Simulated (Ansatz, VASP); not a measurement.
Given: the input of a run of VASP 6.6.1 on FeO.

Contents of INCAR:

```
SYSTEM = FeO
PREC = Accurate ; ENCUT = 600
EDIFF = 1E-6 ; ISMEAR = -1
SIGMA = 0.05 ; LREAL = .False.
LASPH = .True. ; NELM = 200
ALGO = Normal ; ISIF = 2
LWAVE = .False. ; LCHARG = .True.
ISPIN = 2 ; MAGMOM = 3 0
LORBIT = 11 ; LMAXMIX = 4
GGA = PE ; LELF = .True.
LVHAR = .True. ; NBANDS = 22
GGA_COMPAT = .False.
```

File KPOINTS:

```
regular mesh
0
Gamma
  10 10 10
  0 0 0
```

POSCAR

```
FeO
1.0
    0.0000000000      2.4132272413      2.4132272413
    2.4132272413      0.0000000000      2.4132272413
    2.4132272413      2.4132272413      0.0000000000
Fe O
1 1
Direct
    0.0000000000      0.0000000000      0.0000000000
    0.2500000000      0.2500000000      0.2500000000
```

Potentials or basis: VASP PAW PBE potentials, release 64 (Fe_sv, O).

Launch:

```console
$ cat potpaw_PBE.64/Fe_sv/POTCAR potpaw_PBE.64/O/POTCAR > POTCAR
$ mpirun -np 1 vasp_std > vasp.out
```

Task: Translate it to Ansatz 0.2.0. Potentials there: Ansatz PAW.

Result: As run (the cutoff follows the program's own potentials):

File input.yaml:

```yaml
crystal:
  lattice:
    - [0.0, 2.4132272413, 2.4132272413]
    - [2.4132272413, 0.0, 2.4132272413]
    - [2.4132272413, 2.4132272413, 0.0]
  atoms:
    - { symbol: Fe, position: [0.0, 0.0, 0.0], spin: 3.0 }
    - { symbol: O, position: [0.25, 0.25, 0.25] }
hamiltonian:
  xc: pbe
  pseudopotentials: { kind: paw }
magnetization:
  spin_polarized: true
kpoints:
  mp_grid: { grid: [10, 10, 10] }
scf:
  occupations: { method: fermi_dirac, width: 0.05 }
output:
  forces: true
  stress: true
  eigenvalues: true
```

Potentials or basis: Ansatz PAW.

Launch:

```sh
$ ansatz run input.yaml --threads 1 --pin off --max-ram 3584MiB --backend cpu --events-out ev --progress --plain --runs-dir out
```

Both were run:

|  | VASP | Ansatz | Ansatz less VASP |
| --- | --- | --- | --- |
| gap on the k mesh at the Fermi level (eV) | none | none | - |
| pressure (GPa) | -16.5 | -15.1 | +1.44 |
| net moment per atom (μB) | 2.01 | 2.01 | 0.000 |
| size of the moment on the site where the two differ most (μB) | 3.47 | 3.41 | -0.066 |

Site moments also hang on the region over which each program counts them. A gap of «none» marks a metal or a gap that the smearing closes. With one functional, cell and mesh, what is left measures potentials, basis and numerics.
